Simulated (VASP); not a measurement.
BN: single point with PBE+D3(BJ)

BN:

```xyz
4
Lattice="2.6815 0.0000 0.0000 -1.3408 2.1704 0.0000 0.0000 0.0000 6.5924" Properties=species:S:1:pos:R:3 pbc="T T T"
B    -0.4636    0.0000    3.2962
B     0.4644    1.4469    0.0000
N     0.4621    0.0000    0.0000
N     0.8780    0.7235    3.2962
```

This cell differs from its parent crystal: atoms displaced along a vibrational mode, the cell strained.

```
Program             : VASP 6.6.1
Task                : single point
Functional          : PBE
Dispersion          : D3(BJ)
Potentials or basis : VASP PAW PBE potentials, release 64 (B, N)
Cutoff              : 520 eV
k mesh              : 12 × 12 × 4
Occupations         : methfessel-paxton, width 0.05 eV
Spin                : no spin polarisation
```

```yaml
Pressure: -19.8 GPa
Largest_force: 0.543 eV/Å
Band_gap_on_the_k_mesh: 3.10 eV (least direct gap 3.49 eV)
Dispersion_energy_per_atom: -0.133 eV
```

Forces on the atoms (eV/Å):
```
B    0.033  0.437  0.000
B   -0.036  0.473  0.000
N   -0.006 -0.543  0.000
N    0.009 -0.367  0.000
```

Stress tensor (GPa, compression positive):
```
-51.71   0.35   0.00
  0.35  -9.26   0.00
  0.00   0.00   1.44
```

Levels at points of the mesh, in eV from the valence-band top:
```
           k point  band 6  band 7  band 8  band 9  band 10  band 11
(0.00, 0.00, 0.00)   -1.79   -1.64   -1.63    4.83     9.42     9.46
(0.50, 0.00, 0.00)   -3.90   -1.72   -1.00    3.74     5.17     8.65
(0.50, 0.50, 0.00)   -3.92   -1.97   -0.56    3.10     5.71     8.65
(0.00, 0.50, 0.00)   -4.79   -1.13   -0.49    3.90     5.17     6.98
(0.00, 0.00, 0.50)   -1.79   -1.64   -1.63    6.96     6.97     9.81
(0.50, 0.00, 0.50)   -3.91   -1.31   -1.28    4.09     4.17     9.09
(0.50, 0.50, 0.50)   -3.93   -1.32   -1.31    4.15     4.18     9.17
(0.00, 0.50, 0.50)   -4.81   -0.76   -0.74    4.20     4.30     7.26
```

It took 54 s on 1 thread of Intel(R) Xeon(R) 6975P-C (Granite Rapids) (shared host), peak memory 0.24 GiB.

Caveat: the cell differs from its parent crystal (atoms displaced along a vibrational mode, the cell strained); the cell stands under tension. A k mesh can miss the band edges.
